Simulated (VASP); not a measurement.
# Cs in VASP: a series of runs

Cs is run at these levels: PBEsol; tasks: single point, relaxation of cell and atoms.

Program: VASP 6.6.1. These are calculated values, not measurements. Logs are shortened: lines on timing, memory, paths and dates and some standing lists are left out, and cuts for length are marked.

## 1. The cell of the first run

Symmetry: R-3m, No. 166, trigonal system. Conventional cell: a = 5.419 Å, b = 5.419 Å, c = 12.961 Å, α = 90.00°, β = 90.00°, γ = 120.00°.

## 2. Single point, PBEsol

INCAR

```
ALGO = Normal
EDIFF = 1E-6
ENCUT = 520
GGA = PS
ISIF = 2
ISMEAR = 0
LASPH = True
LCHARG = False
LREAL = False
LWAVE = False
NBANDS = 16
NELM = 100
PREC = Accurate
SIGMA = 0.1
```

KPOINTS

```
k-points
0
Gamma
  12 12 12
```

POSCAR

```
Cs
1.0
    2.7092665203      1.5641957549      8.6406873419
   -2.7092665203      1.5641957549      8.6406873419
    0.0000000000     -3.1283915095      8.6406873420
Cs
2
Direct
    0.2499894229      0.2499894229      0.2499894229
    0.7500105771      0.7500105771      0.7500105771
```

Potentials or basis: VASP PAW PBE potentials, release 64 (Cs_sv).

The run is started by

```bash
cat potpaw_PBE.64/Cs_sv/POTCAR > POTCAR
mpirun -np 1 vasp_std > vasp.out
```

OUTCAR:

```text
EDIFF = 1E-6
   ENCUT = 520
   GGA = PS
   ISIF = 2
   ISMEAR = 0
   LASPH = True
   LREAL = False
   NELM = 100
   PREC = Accurate

 ion  position               nearest neighbor table
   1  0.250  0.250  0.250-
   2  0.750  0.750  0.750-

  LATTYP: Found a trigonal (rhomboedric) cell.
 ALAT       =     9.1895762241
 COS(alpha) =     0.8261628924

  Lattice vectors:

 A1 = (   2.7092665203,   1.5641957549,   8.6406873419)
 A2 = (  -2.7092665203,   1.5641957549,   8.6406873419)
 A3 = (   0.0000000000,  -3.1283915095,   8.6406873420)

Analysis of symmetry for initial positions (statically):
=====================================================================
 Subroutine PRICEL returns:
 Original cell was already a primitive cell.

 Routine SETGRP: Setting up the symmetry group for a
 trigonal (rhombohedral) supercell.

 Subroutine GETGRP returns: Found 12 space group operations
 (whereof 12 operations were pure point group operations)
 out of a pool of 12 trial point group operations.

The static configuration has the point symmetry D_3d.

Analysis of symmetry for dynamics (positions and initial velocities):
=====================================================================
 Subroutine PRICEL returns:
 Original cell was already a primitive cell.

 Routine SETGRP: Setting up the symmetry group for a
 trigonal (rhombohedral) supercell.

 Subroutine GETGRP returns: Found 12 space group operations
 (whereof 12 operations were pure point group operations)
 out of a pool of 12 trial point group operations.

The dynamic configuration has the point symmetry D_3d.

 Subroutine INISYM returns: Found 12 space group operations
 (whereof 12 operations are pure point group operations),
 and found     1 'primitive' translations

----------------------------------------------------------------------------------------

                                     Primitive cell

  volume of cell :     219.7062

  direct lattice vectors                    reciprocal lattice vectors
     2.709266520  1.564195755  8.640687342     0.184551795  0.106551029  0.038577178
    -2.709266520  1.564195755  8.640687342    -0.184551795  0.106551029  0.038577178
     0.000000000 -3.128391510  8.640687342     0.000000000 -0.213102057  0.038577178

[... 79 lines left out ...]
   LSORBIT =      F    spin-orbit coupling
   LASPH  =      T    aspherical Exc in radial PAW
   ENCUT  =  520.0 eV  38.22 Ry    6.18 a.u.  17.09 17.09 17.09*2*pi/ulx,y,z
   NELM   =    100;   NELMIN=  2; NELMDL= -5     # of ELM steps
   EDIFF  = 0.1E-05   stopping-criterion for ELM
   LREAL  =      F    real-space projection
   EDIFFG = 0.1E-04   stopping-criterion for IOM
   NSW    =      0    number of steps for IOM
   IBRION =     -1    ionic relax: 0-MD 1-quasi-New 2-CG
   NFREE  =      0    steps in history (QN), initial steepest desc. (CG)
   ISIF   =      2    stress and relaxation
   ISYM   =      2    0-nonsym 1-usesym 2-fastsym
   POTIM  = 0.5000    time-step for ionic-motion
   TEBEG  =    0.0;   TEEND  =   0.0 temperature during run
   PSTRESS=    0.0 pullay stress
   NELECT =      18.0000    total number of electrons
   NUPDOWN=      -1.0000    fix difference up-down
   EMIN   =  10.00;   EMAX   =-10.00  energy-range for DOS
   EFERMI =   0.00;   METHOD = LEGACY
   ISMEAR =     0;   SIGMA  =   0.10  broadening in eV -4-tet -1-fermi 0-gaus
   EFERMI_NEDOS =   21; number of points for ismear=-14 and -15
   IALGO  =     38    algorithm
   IMIX   =      4    mixing-type and parameters
     AMIX     =   0.40;   BMIX     =  1.00
     AMIX_MAG =   1.60;   BMIX_MAG =  1.00
  volume/ion in A,a.u.               =     109.85       741.33
  Fermi-wavevector in a.u.,A,eV,Ry     =   0.711025  1.343642  6.878515  0.505557
  Thomas-Fermi vector in A             =   1.798028
   LORBIT       =      0    0 simple, 1 ext, 2 COOP (PROOUT), +10 PAW based schemes
   GGA     = PS    functional components
   LHFCALC =     F    Hartree Fock is set to
   AEXX    =    0.0000 exact exchange contribution
   IVDW    =     0    specifies the selected vdW correction
   LEPSILON=     F    determine dielectric tensor
   LRPA    =     F    only Hartree local field effects (RPA)
 non-spin polarized calculation
 Gauss-broadening in eV      SIGMA  =   0.10
  energy-cutoff  :      520.00
  volume of cell :      219.71
 maximum number of plane-waves:      5947
 NGX is ok and might be reduce to    70

 number of electron      17.9999998 magnetization

 Free energy of the ion-electron system (eV)
  ---------------------------------------------------
  ext. energy  EPLUGINS =         0.00000000
  ---------------------------------------------------
  free energy    TOTEN  =        -1.89084600 eV

  energy without entropy =       -1.87855402  energy(sigma->0) =       -1.88470001

 E-fermi :   0.4831     XC(G=0):  -5.5967

 val. band max:        0.4796958231   @ k =  -0.4167   0.2500   0.0833
 cond. band min:       0.4838266693   @ k =  -0.3333   0.4167   0.2500
 fundamental gap:      0.0041308461
 Fermi energy:         0.4831361209

 k-point     1 :       0.0000    0.0000    0.0000
  band No.  band energies     occupation
      1     -23.3284      2.00000
      2     -23.3199      2.00000
      3     -10.2082      2.00000
      4     -10.0683      2.00000
      5     -10.0683      2.00000
      6     -10.0436      2.00000
[... 433 lines left out ...]
      3     -10.1653      2.00000
      4     -10.1616      2.00000
      5     -10.1232      2.00000
      6     -10.1186      2.00000
[... 8 lines left out ...]
     15       3.1824      0.00000
     16       3.1936      0.00000

 [... further k-points ...]

------------------------ aborting loop because EDIFF is reached ----------------------------------------

  FORCE on cell =-STRESS in cart. coord.  units (eV):
  Direction    XX          YY          ZZ          XY          YZ          ZX
  --------------------------------------------------------------------------------------
  -------------------------------------------------------------------------------------
  Total       -0.0517423     -0.0517423      0.0173108      0.0000000      0.0000000      0.0000000
  in kB       -0.3773234     -0.3773234      0.1262369      0.0000000      0.0000000      0.0000000
  external PRESSURE =      -0.2094700 kB  Pullay stress =       0.0000000 kB

 VOLUME and BASIS-vectors are now :
 -----------------------------------------------------------------------------
  energy-cutoff  :      520.00
  volume of cell :      219.71
      direct lattice vectors                 reciprocal lattice vectors
     2.709266520  1.564195755  8.640687342     0.184551795  0.106551029  0.038577178
    -2.709266520  1.564195755  8.640687342    -0.184551795  0.106551029  0.038577178
     0.000000000 -3.128391510  8.640687342     0.000000000 -0.213102057  0.038577178

 POSITION                                       TOTAL-FORCE (eV/Angst)
 -----------------------------------------------------------------------------------
      0.00000      0.00000      6.48024         0.000000      0.000000      0.000167
      0.00000      0.00000     19.44182         0.000000     -0.000000     -0.000167
 -----------------------------------------------------------------------------------
    total drift:                                0.000000      0.000000     -0.000000

  FREE ENERGIE OF THE ION-ELECTRON SYSTEM (eV)
  ---------------------------------------------------
  free  energy   TOTEN  =        -1.8908460036 eV

  energy  without entropy=       -1.8785540215  energy(sigma->0) =       -1.88470001
```

OSZICAR:

```text
N       E                     dE             d eps       ncg     rms          rms(c)
DAV:   1     0.135663061681E+03    0.13566E+03   -0.60582E+03  6048   0.819E+02
DAV:   2     0.153916445593E+02   -0.12027E+03   -0.11533E+03  9520   0.151E+02
DAV:   3    -0.153733353306E+01   -0.16929E+02   -0.16844E+02  7688   0.615E+01
DAV:   4    -0.188824350124E+01   -0.35091E+00   -0.35083E+00  8008   0.103E+01
DAV:   5    -0.189084251702E+01   -0.25990E-02   -0.25990E-02  8168   0.901E-01    0.180E-01
DAV:   6    -0.189035154604E+01    0.49097E-03   -0.23848E-03  8048   0.232E-01    0.125E-01
DAV:   7    -0.189071097168E+01   -0.35943E-03   -0.44723E-03  7504   0.329E-01    0.459E-02
DAV:   8    -0.189084284439E+01   -0.13187E-03   -0.19233E-04  8096   0.717E-02    0.107E-02
DAV:   9    -0.189084650862E+01   -0.36642E-05   -0.16483E-05  8240   0.204E-02    0.443E-03
DAV:  10    -0.189084600356E+01    0.50506E-06   -0.11620E-06  6600   0.488E-03
   1 F= -.18908460E+01 E0= -.18847000E+01  d E =-.122920E-01
```

stdout:

```text
POSCAR found type information on POSCAR Cs
 POSCAR found :  1 types and       2 ions
 scaLAPACK will be used
 -----------------------------------------------------------------------------
|                                                                             |
|                                                                             |
|     You enforced a specific xc type in the INCAR file but a different       |
|     I HOPE YOU KNOW WHAT YOU ARE DOING!                                     |
|                                                                             |
 -----------------------------------------------------------------------------

 LDA part: xc-table for (Slater+PW92), standard interpolation
 POSCAR, INCAR and KPOINTS ok, starting setup
 FFT: planning ... GRIDC
 FFT: planning ... GRID_SOFT
 FFT: planning ... GRID
 WAVECAR not read
 entering main loop
```

Wall time 8.8 min (1 thread of Intel Xeon 6975P-C (Granite Rapids), shared host); peak memory 0.98 GiB.

Results:

```yaml
Free_energy: -1.8908 eV
Pressure: 0.0 GPa
Band_gap_on_the_k_mesh: zero (bands 9 and 10 overlap by 1.70 eV)
```

Caveat: the PAW data sets were made with another functional, which shifts forces and pressure a little; spin-orbit coupling is left out, which moves the levels of the heavy elements.

## 3. Single point, PBEsol

This run uses another cell than the first one: it holds 1 atom, not 2.

INCAR

```
ALGO = Normal ; EDIFF = 1E-6
ENCUT = 500 ; GGA = PS
GGA_COMPAT = False ; ISIF = 2
ISMEAR = 0 ; LASPH = True
LCHARG = True ; LELF = True
LREAL = False ; LVHAR = True
LWAVE = False ; NBANDS = 10
NELM = 120 ; PREC = Accurate
SIGMA = 0.1
```

KPOINTS

```
k-points
0
Gamma
  14 14 14
```

POSCAR

```
Cs
1.0
   -2.6459422367      2.6459422367      3.9018799316
    2.6459422367     -2.6459422367      3.9018799316
    2.6459422367      2.6459422367     -3.9018799316
Cs
1
Direct
    0.0000000000      0.0000000000      0.0000000000
```

Potentials or basis: VASP PAW PBE potentials, release 64 (Cs_sv).

The run is started by

```bash
cat potpaw_PBE.64/Cs_sv/POTCAR > POTCAR
mpirun -np 1 vasp_std > vasp.out
```

It took 2.9 min on 1 thread of Intel Xeon Platinum 8259CL at 2.50GHz (Skylake/Cascade Lake), shared host; peak memory 0.4 GiB.

Results (log left out):

* Free energy: -0.9456 eV
* Pressure: 0.0 GPa
* Band gap on the k mesh: zero (an odd number of electrons rules out a gap without spin polarisation)

Levels at points of the mesh, in eV from the Fermi level:
```tsv
k point	band 1	band 2	band 3	band 4	band 5	band 6	band 7	band 8	band 9	band 10
(0.00, 0.00, 0.00)	-23.81	-10.52	-10.52	-10.52	-1.73	2.40	2.54	2.54	3.48	3.78
(0.50, 0.00, 0.00)	-23.80	-10.68	-10.55	-10.54	-0.05	0.82	2.24	2.44	4.43	4.51
(0.50, 0.50, 0.00)	-23.80	-10.67	-10.59	-10.58	0.27	1.00	1.60	4.04	4.17	4.37
(0.50, 0.50, 0.50)	-23.80	-10.67	-10.57	-10.57	0.19	1.07	1.36	4.30	4.30	4.53
```

Caveat: the PAW data sets were made with another functional, which shifts forces and pressure a little; spin-orbit coupling is left out, which moves the levels of the heavy elements.

(Continued in part 2 of 2.)

The gap in the log of VASP goes by the Fermi energy; the results here count the filled bands.